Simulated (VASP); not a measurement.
A run of VASP 6.6.1 is set up as follows.

INCAR

```
PREC = Accurate
ENCUT = 520
EDIFF = 1E-7
ISMEAR = -1
SIGMA = 0.05
LREAL = F
LASPH = T
NELM = 150
ALGO = Normal
ISIF = 2
LWAVE = F
LCHARG = T
ISPIN = 2
MAGMOM = 1.7 1.7
LORBIT = 11
LMAXMIX = 4
GGA = CA
LELF = T
LVHAR = T
NBANDS = 20
```

Contents of KPOINTS:

```
Automatic mesh
0
Gamma
  14 14 8
```

File POSCAR:

```
Co
1.0
    2.4273810169      0.0000000000      0.0000000000
   -1.2136905084      2.1021736253      0.0000000000
    0.0000000000      0.0000000000      3.9230481315
Co
2
Direct
    0.3333333333      0.6666666667      0.2500000000
    0.6666666667      0.3333333333      0.7500000000
```

Potentials or basis: VASP PAW LDA potentials, release 64 (Co).

Command:

```sh
$ cat potpaw_LDA.64/Co/POTCAR > POTCAR
$ mpirun -np 1 vasp_std > vasp.out
```

Q: Estimate the site moments.

A: Co +1.49 μB.

Q: What does it give for the net moment?

A: 2.99 μB per cell.

Q: Estimate the pressure.

A: -1.0 GPa.

Stress tensor (GPa, compression positive):
```
-0.86  0.00  0.00
 0.00 -0.86  0.00
 0.00  0.00 -1.18
```
